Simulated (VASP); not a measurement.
# TiSi2 (Cmcm) in VASP: further runs, part 2 of 3

VASP 6.6.1. Earlier steps stand in the parts before.

### 3 Single point, PBE (14.63 Å³/atom)

Contents of INCAR:

```
PREC = Accurate ; ENCUT = 520
EDIFF = 1E-6 ; ISMEAR = 0
SIGMA = 0.15 ; LREAL = False
LASPH = True ; NELM = 80
ALGO = Normal ; ISIF = 2
LWAVE = False ; LCHARG = False
GGA = PE ; NBANDS = 29
```

Contents of KPOINTS:

```
regular mesh
0
Gamma
  12 12 12
```

Contents of POSCAR:

```
TiSi2
1.0
    1.7973467987     -6.7352792120      0.0000000000
    1.7973467987      6.7352792120      0.0000000000
    0.0000000000      0.0000000000      3.6268241160
Ti Si
2 4
Direct
    0.8968075259      0.1031924741      0.7500000000
    0.1031924741      0.8968075259      0.2500000000
    0.5591373592      0.4408626408      0.7500000000
    0.4408626408      0.5591373592      0.2500000000
    0.2498287182      0.7501712818      0.7500000000
    0.7501712818      0.2498287182      0.2500000000
```

Potentials or basis: VASP PAW PBE potentials, release 64 (Ti_sv, Si).

On the command line:

```console
$ cat potpaw_PBE.64/Ti_sv/POTCAR potpaw_PBE.64/Si/POTCAR > POTCAR
$ mpirun -np 1 vasp_std > vasp.out
```

OUTCAR:

```text
PREC = Accurate
   ENCUT = 520
   EDIFF = 1E-6
   ISMEAR = 0
   LREAL = False
   LASPH = True
   NELM = 80
   ISIF = 2
   GGA = PE

 ion  position               nearest neighbor table
   1  0.897  0.103  0.750-   4 2.62   4 2.62   4 2.62   4 2.62   5 2.67   5 2.67   6 2.68   6 2.68
                             3 2.83   3 2.83
   2  0.103  0.897  0.250-   3 2.62   3 2.62   3 2.62   3 2.62   6 2.67   6 2.67   5 2.68   5 2.68
                             4 2.83   4 2.83
   3  0.559  0.441  0.750-   4 2.41   4 2.41   2 2.62   2 2.62   2 2.62   2 2.62   1 2.83   1 2.83
                             5 3.14   5 3.14   6 3.15   6 3.15
   4  0.441  0.559  0.250-   3 2.41   3 2.41   1 2.62   1 2.62   1 2.62   1 2.62   2 2.83   2 2.83
                             6 3.14   6 3.14   5 3.15   5 3.15
   5  0.250  0.750  0.750-   6 2.55   6 2.55   6 2.55   6 2.55   1 2.67   1 2.67   2 2.68   2 2.68
                             3 3.14   3 3.14   4 3.15   4 3.15
   6  0.750  0.250  0.250-   5 2.55   5 2.55   5 2.55   5 2.55   2 2.67   2 2.67   1 2.68   1 2.68
                             4 3.14   4 3.14   3 3.15   3 3.15

  LATTYP: Found a base centered orthorhombic cell.
 ALAT       =     3.5946935974
 B/A-ratio  =     3.7473453742
 C/A-ratio  =     1.0089383191

  Lattice vectors:

 A1 = (   1.7973467987,  -6.7352792120,   0.0000000000)
 A2 = (   1.7973467987,   6.7352792120,   0.0000000000)
 A3 = (   0.0000000000,   0.0000000000,   3.6268241160)

Analysis of symmetry for initial positions (statically):
=====================================================================
 Subroutine PRICEL returns:
 Original cell was already a primitive cell.

 Routine SETGRP: Setting up the symmetry group for a
 base centered orthorhombic supercell.

 Subroutine GETGRP returns: Found  8 space group operations
 (whereof  4 operations were pure point group operations)
 out of a pool of  8 trial point group operations.

The static configuration has the point symmetry C_2h.
 The point group associated with its full space group is D_2h.

Analysis of symmetry for dynamics (positions and initial velocities):
[... 145 lines left out ...]
   GGA     = PE    functional components
   LHFCALC =     F    Hartree Fock is set to
   AEXX    =    0.0000 exact exchange contribution
   IVDW    =     0    specifies the selected vdW correction
   LEPSILON=     F    determine dielectric tensor
   LRPA    =     F    only Hartree local field effects (RPA)
 non-spin polarized calculation
 Gauss-broadening in eV      SIGMA  =   0.15
  energy-cutoff  :      520.00
  volume of cell :       87.81
 maximum number of plane-waves:      2388
 NGX is ok and might be reduce to    54
   NGX = 25   NGY = 25   NGZ = 13

 number of electron      40.0000002 magnetization

 Free energy of the ion-electron system (eV)
  ---------------------------------------------------
  ext. energy  EPLUGINS =         0.00000000
  ---------------------------------------------------
  free energy    TOTEN  =       -40.72392141 eV

  energy without entropy =      -40.70422650  energy(sigma->0) =      -40.71407395

 E-fermi :  10.1475     XC(G=0): -11.5032

 val. band max:       10.1474504895   @ k =  -0.4167   0.1667   0.0833
 cond. band min:      10.1514768264   @ k =   0.5000   0.5000   0.0833
 fundamental gap:      0.0040263369
 Fermi energy:        10.1474958929

 k-point     1 :       0.0000    0.0000    0.0000
  band No.  band energies     occupation
      1     -46.7384      2.00000
      2     -46.7296      2.00000
      3     -23.0638      2.00000
      4     -23.0489      2.00000
      5     -23.0429      2.00000
      6     -23.0368      2.00000
[... 757 lines left out ...]
     28      13.0000      0.00000
     29      13.8600      0.00000

 [... further k-points ...]

------------------------ aborting loop because EDIFF is reached ----------------------------------------

  FORCE on cell =-STRESS in cart. coord.  units (eV):
  Direction    XX          YY          ZZ          XY          YZ          ZX
  --------------------------------------------------------------------------------------
  -------------------------------------------------------------------------------------
  Total       -2.3367864      0.0436346     -2.5086799      0.0000000     -0.0000000      0.0000000
  in kB      -42.6368992      0.7961558    -45.7732619      0.0000000     -0.0000000      0.0000000
  external PRESSURE =     -29.2046684 kB  Pullay stress =       0.0000000 kB

 VOLUME and BASIS-vectors are now :
 -----------------------------------------------------------------------------
  energy-cutoff  :      520.00
  volume of cell :       87.81
      direct lattice vectors                 reciprocal lattice vectors
     1.797346799 -6.735279212  0.000000000     0.278187827 -0.074235972  0.000000000
     1.797346799  6.735279212  0.000000000     0.278187827  0.074235972  0.000000000
     0.000000000  0.000000000  3.626824116     0.000000000  0.000000000  0.275723324

 POSITION                                       TOTAL-FORCE (eV/Angst)
 -----------------------------------------------------------------------------------
      1.79735     -5.34522      2.72012         0.000000     -0.100081      0.000000
      1.79735      5.34522      0.90671         0.000000      0.100081     -0.000000
      1.79735     -0.79661      2.72012         0.000000     -0.033992     -0.000000
      1.79735      0.79661      0.90671         0.000000      0.033992      0.000000
      1.79735      3.36995      2.72012         0.000000      0.011799      0.000000
      1.79735     -3.36995      0.90671         0.000000     -0.011799     -0.000000
 -----------------------------------------------------------------------------------
    total drift:                                0.000000      0.000000      0.000000

  FREE ENERGIE OF THE ION-ELECTRON SYSTEM (eV)
  ---------------------------------------------------
  free  energy   TOTEN  =       -40.7239214082 eV

  energy  without entropy=      -40.7042264977  energy(sigma->0) =      -40.71407395
```

OSZICAR:

```text
N       E                     dE             d eps       ncg     rms          rms(c)
DAV:   1     0.386475602751E+03    0.38648E+03   -0.18827E+04 17466   0.145E+03
DAV:   2     0.125133676380E+01   -0.38522E+03   -0.37455E+03 17598   0.425E+02
DAV:   3    -0.410247264368E+02   -0.42276E+02   -0.41447E+02 28573   0.118E+02
DAV:   4    -0.445785724751E+02   -0.35538E+01   -0.35276E+01 25194   0.303E+01
DAV:   5    -0.447825268005E+02   -0.20395E+00   -0.20388E+00 26125   0.619E+00    0.182E+01
DAV:   6    -0.417380887217E+02    0.30444E+01   -0.42384E+01 24507   0.425E+01    0.819E+00
DAV:   7    -0.408353888727E+02    0.90270E+00   -0.10810E+01 23809   0.233E+01    0.545E+00
DAV:   8    -0.407294079019E+02    0.10598E+00   -0.98683E-01 23455   0.713E+00    0.974E-01
DAV:   9    -0.407235566302E+02    0.58513E-02   -0.78096E-02 24904   0.198E+00    0.659E-01
DAV:  10    -0.407242949870E+02   -0.73836E-03   -0.15778E-02 24850   0.906E-01    0.238E-01
DAV:  11    -0.407239437618E+02    0.35123E-03   -0.40924E-03 24722   0.467E-01    0.461E-02
DAV:  12    -0.407239199253E+02    0.23837E-04   -0.24935E-04 23542   0.117E-01    0.108E-02
DAV:  13    -0.407239210774E+02   -0.11521E-05   -0.99489E-06 22687   0.199E-02    0.481E-03
DAV:  14    -0.407239214082E+02   -0.33084E-06   -0.50212E-06 19375   0.158E-02
   1 F= -.40723921E+02 E0= -.40714074E+02  d E =-.196949E-01
```

It took 15 min on 1 thread of Intel Xeon Platinum 8488C (Sapphire Rapids), shared host; peak memory 0.73 GiB.

Results:

| Item | Value |
| --- | --- |
| Free energy | -40.7239 eV |
| Pressure | -2.9 GPa |
| Largest force | 0.100 eV/Å |
| Band gap on the k mesh | zero (bands 20 and 21 overlap by 0.97 eV) |

Forces on the atoms (eV/Å):
```
Ti   0.000 -0.100  0.000
Ti   0.000  0.100  0.000
Si   0.000 -0.034  0.000
Si   0.000  0.034  0.000
Si   0.000  0.012  0.000
Si   0.000 -0.012  0.000
```

Levels at points of the mesh, in eV from the Fermi level:
```csv
k point,band 18,band 19,band 20,band 21,band 22,band 23
"(0.00, 0.00, 0.00)",-2.01,-1.89,0.42,0.59,0.77,0.87
"(0.50, 0.00, 0.00)",-1.30,-0.60,-0.58,-0.52,0.98,1.33
"(0.50, 0.50, 0.00)",-1.98,-1.04,0.34,0.60,0.65,0.87
"(0.00, 0.00, 0.50)",-1.47,-0.06,-0.06,0.94,0.94,1.44
"(0.50, 0.00, 0.50)",-3.06,-2.35,-2.35,1.69,1.69,1.75
"(0.50, 0.50, 0.50)",-2.04,-0.90,-0.90,0.43,0.43,1.56
```

### 4 Single point, PBE (15.21 Å³/atom)

This run uses another cell than the first one, of 15.21 Å³/atom.

Contents of INCAR:

```
SYSTEM = TiSi2
PREC = Accurate
ENCUT = 520
EDIFF = 1E-6
ISMEAR = 0
SIGMA = 0.15
LREAL = .False.
LASPH = .True.
NELM = 100
ALGO = Normal
ISIF = 2
LWAVE = .False.
LCHARG = .True.
GGA = PE
LELF = .True.
LVHAR = .True.
NBANDS = 29
```

Contents of KPOINTS:

```
Automatic mesh
0
Gamma
  12 12 12
  0 0 0
```

Changes to POSCAR since step 3:

```diff
@@ -2,5 +2,5 @@
 1.0
-    1.7973467987     -6.7352792120      0.0000000000
-    1.7973467987      6.7352792120      0.0000000000
-    0.0000000000      0.0000000000      3.6268241160
+    1.8574003622     -6.5541480971      0.0000000000
+    1.8574003622      6.5541480971      0.0000000000
+    0.0000000000      0.0000000000      3.7480047988
 Ti Si
```

Potentials or basis: VASP PAW PBE potentials, release 64 (Ti_sv, Si).

On the command line:

```console
$ cat potpaw_PBE.64/Ti_sv/POTCAR potpaw_PBE.64/Si/POTCAR > POTCAR
$ mpirun -np 1 vasp_std > vasp.out
```

OUTCAR:

```text
SYSTEM = TiSi2
   PREC = Accurate
   ENCUT = 520
   EDIFF = 1E-6
   ISMEAR = 0
   LREAL = .False.
   LASPH = .True.
   NELM = 100
   ISIF = 2
   GGA = PE

 ion  position               nearest neighbor table
   1  0.897  0.103  0.750-   5 2.68   5 2.68   6 2.68   6 2.68   4 2.70   4 2.70   4 2.70   4 2.70
                             3 2.82   3 2.82
   2  0.103  0.897  0.250-   6 2.68   6 2.68   5 2.68   5 2.68   3 2.70   3 2.70   3 2.70   3 2.70
                             4 2.82   4 2.82
   3  0.559  0.441  0.750-   4 2.43   4 2.43   2 2.70   2 2.70   2 2.70   2 2.70   1 2.82   1 2.82
                             5 3.11   5 3.11   6 3.13   6 3.13
   4  0.441  0.559  0.250-   3 2.43   3 2.43   1 2.70   1 2.70   1 2.70   1 2.70   2 2.82   2 2.82
                             6 3.11   6 3.11   5 3.13   5 3.13
   5  0.250  0.750  0.750-   6 2.64   6 2.64   6 2.64   6 2.64   1 2.68   1 2.68   2 2.68   2 2.68
                             3 3.11   3 3.11   4 3.13   4 3.13
   6  0.750  0.250  0.250-   5 2.64   5 2.64   5 2.64   5 2.64   2 2.68   2 2.68   1 2.68   1 2.68
                             4 3.11   4 3.11   3 3.13   3 3.13

  LATTYP: Found a base centered orthorhombic cell.
 ALAT       =     3.7148007244
 B/A-ratio  =     3.5286673948
 C/A-ratio  =     1.0089383191

  Lattice vectors:
[... 196 lines left out ...]

 k-point     1 :       0.0000    0.0000    0.0000
  band No.  band energies     occupation
      1     -47.2875      2.00000
      2     -47.2780      2.00000
      3     -23.6070      2.00000
      4     -23.6017      2.00000
      5     -23.5888      2.00000
      6     -23.5768      2.00000
[... 757 lines left out ...]
     28      12.3850      0.00000
     29      13.4696      0.00000

 [... further k-points ...]

------------------------ aborting loop because EDIFF is reached ----------------------------------------

  FORCE on cell =-STRESS in cart. coord.  units (eV):
  Direction    XX          YY          ZZ          XY          YZ          ZX
  --------------------------------------------------------------------------------------
  -------------------------------------------------------------------------------------
  Total       -6.9342948      1.5984176     -7.5081349      0.0000000      0.0000000      0.0000000
  in kB     -121.7477585     28.0639586   -131.8228625      0.0000000      0.0000000      0.0000000
  external PRESSURE =     -75.1688875 kB  Pullay stress =       0.0000000 kB

 VOLUME and BASIS-vectors are now :
 -----------------------------------------------------------------------------
  energy-cutoff  :      520.00
  volume of cell :       91.25
      direct lattice vectors                 reciprocal lattice vectors
     1.857400362 -6.554148097  0.000000000     0.269193444 -0.076287565  0.000000000
     1.857400362  6.554148097  0.000000000     0.269193444  0.076287565  0.000000000
     0.000000000  0.000000000  3.748004799     0.000000000  0.000000000  0.266808623

 POSITION                                       TOTAL-FORCE (eV/Angst)
 -----------------------------------------------------------------------------------
      1.85740     -5.20147      2.81100         0.000000     -0.398760     -0.000000
      1.85740      5.20147      0.93700         0.000000      0.398760     -0.000000
      1.85740     -0.77519      2.81100         0.000000     -0.144287     -0.000000
      1.85740      0.77519      0.93700         0.000000      0.144287     -0.000000
      1.85740      3.27932      2.81100         0.000000      0.033984      0.000000
      1.85740     -3.27932      0.93700         0.000000     -0.033984      0.000000
 -----------------------------------------------------------------------------------
    total drift:                                0.000000      0.000000      0.000000

  FREE ENERGIE OF THE ION-ELECTRON SYSTEM (eV)
  ---------------------------------------------------
  free  energy   TOTEN  =       -40.3780252616 eV

  energy  without entropy=      -40.3545723838  energy(sigma->0) =      -40.36629882
```

OSZICAR:

```text
N       E                     dE             d eps       ncg     rms          rms(c)
DAV:   1     0.382446848854E+03    0.38245E+03   -0.18802E+04 17458   0.144E+03
DAV:   2     0.125977782270E+01   -0.38119E+03   -0.37080E+03 17598   0.422E+02
DAV:   3    -0.407474728093E+02   -0.42007E+02   -0.41156E+02 28684   0.117E+02
DAV:   4    -0.444074906060E+02   -0.36600E+01   -0.36310E+01 25229   0.303E+01
DAV:   5    -0.446224050919E+02   -0.21491E+00   -0.21483E+00 25888   0.625E+00    0.173E+01
DAV:   6    -0.416446502513E+02    0.29778E+01   -0.46840E+01 24450   0.432E+01    0.893E+00
DAV:   7    -0.404982587736E+02    0.11464E+01   -0.13056E+01 23816   0.249E+01    0.521E+00
DAV:   8    -0.403886992526E+02    0.10956E+00   -0.11623E+00 23546   0.761E+00    0.108E+00
DAV:   9    -0.403783444600E+02    0.10355E-01   -0.91562E-02 24807   0.210E+00    0.727E-01
DAV:  10    -0.403794073233E+02   -0.10629E-02   -0.34149E-02 25040   0.129E+00    0.344E-01
DAV:  11    -0.403780149735E+02    0.13923E-02   -0.80990E-03 24613   0.644E-01    0.464E-02
DAV:  12    -0.403780231160E+02   -0.81425E-05   -0.30025E-04 24888   0.114E-01    0.175E-02
DAV:  13    -0.403780243134E+02   -0.11974E-05   -0.11782E-05 24902   0.229E-02    0.958E-03
DAV:  14    -0.403780252616E+02   -0.94824E-06   -0.15965E-06 16988   0.106E-02
   1 F= -.40378025E+02 E0= -.40366299E+02  d E =-.234529E-01
```

It took 19 min on 1 thread of Intel Xeon Platinum 8259CL at 2.50GHz (Skylake/Cascade Lake), shared host; peak memory 0.75 GiB.

Results:

```
Free energy            : -40.3780 eV
Pressure               : -7.5 GPa
Largest force          : 0.399 eV/Å
Band gap on the k mesh : zero (bands 20 and 21 overlap by 0.82 eV)
```

Forces in eV/Å, atoms in the order of the input:
```
Ti   0.000 -0.399  0.000
Ti   0.000  0.399  0.000
Si   0.000 -0.144  0.000
Si   0.000  0.144  0.000
Si   0.000  0.034  0.000
Si   0.000 -0.034  0.000
```

Caveat: the stress differs along the axes, from -13 to 3 GPa.

(Continued in part 3 of 3.)
